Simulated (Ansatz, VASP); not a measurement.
## One calculation of CsI, two programs

File POSCAR:

```
CsI
1.0
    4.6081404514      0.0000000000      0.0000000000
    0.0000000000      4.6081404514      0.0000000000
    0.0000000000      0.0000000000      4.6081404514
Cs I
1 1
Direct
    0.0000000000      0.0000000000      0.0000000000
    0.5000000000      0.5000000000      0.5000000000
```

File INCAR.step1:

```
PREC = Accurate
ENCUT = 550
ISMEAR = 0
SIGMA = 0.01
LREAL = False
LASPH = True
NELM = 120
NBANDS = 15
GGA = PE
ALGO = Normal
EDIFF = 1E-5
LWAVE = True
LCHARG = False
GGA_COMPAT = False
```

INCAR.step2

```
PREC = Accurate
ENCUT = 550
EDIFF = 1E-6
ISMEAR = 0
SIGMA = 0.01
LREAL = False
LASPH = True
NELM = 120
ALGO = Normal
ISIF = 2
LWAVE = False
LCHARG = False
METAGGA = R2SCAN
LMIXTAU = True
NBANDS = 15
ISTART = 1
GGA_COMPAT = False
```

KPOINTS

```
Automatic mesh
0
Gamma
  4 4 4
```

Input for Ansatz:

```yaml
crystal:
  lattice:
    - [4.6081404514, 0.0, 0.0]
    - [0.0, 4.6081404514, 0.0]
    - [0.0, 0.0, 4.6081404514]
  atoms:
    - { symbol: Cs, position: [0.0, 0.0, 0.0] }
    - { symbol: I, position: [0.5, 0.5, 0.5] }
kpoints:
  mp_grid: { grid: [4, 4, 4] }
hamiltonian:
  xc: r2scan
scf:
  occupations: { method: fixed }
  n_extra_bands: 4
output:
  forces: true
  stress: true
  eigenvalues: true
```

Alike in both runs: task single point; functional r2SCAN; k mesh 4 × 4 × 4; no spin polarisation.

```csv
,VASP,Ansatz
version,VASP 6.6.1,Ansatz 0.2.0
potentials or method,"VASP PAW PBE potentials, release 64 (Cs_sv, I)","plane waves, PAW"
plane-wave cutoff (eV),550,500
occupations,"gaussian, width 0.01 eV",fixed
valence electrons in the cell,16,26
```

|  | VASP | Ansatz | Ansatz less VASP |
| --- | --- | --- | --- |
| gap on the k mesh at the Fermi level (eV) | 4.50 | 4.52 | +0.018 |
| pressure (GPa) | 0.1 | 0.0 | -0.03 |

VASP's potentials were made for PBE, not for r2SCAN. VASP's potentials hold 16 valence electrons a cell and Ansatz's 26, so a difference there can come from the potentials and not from the codes.

Spin-orbit coupling is off throughout.
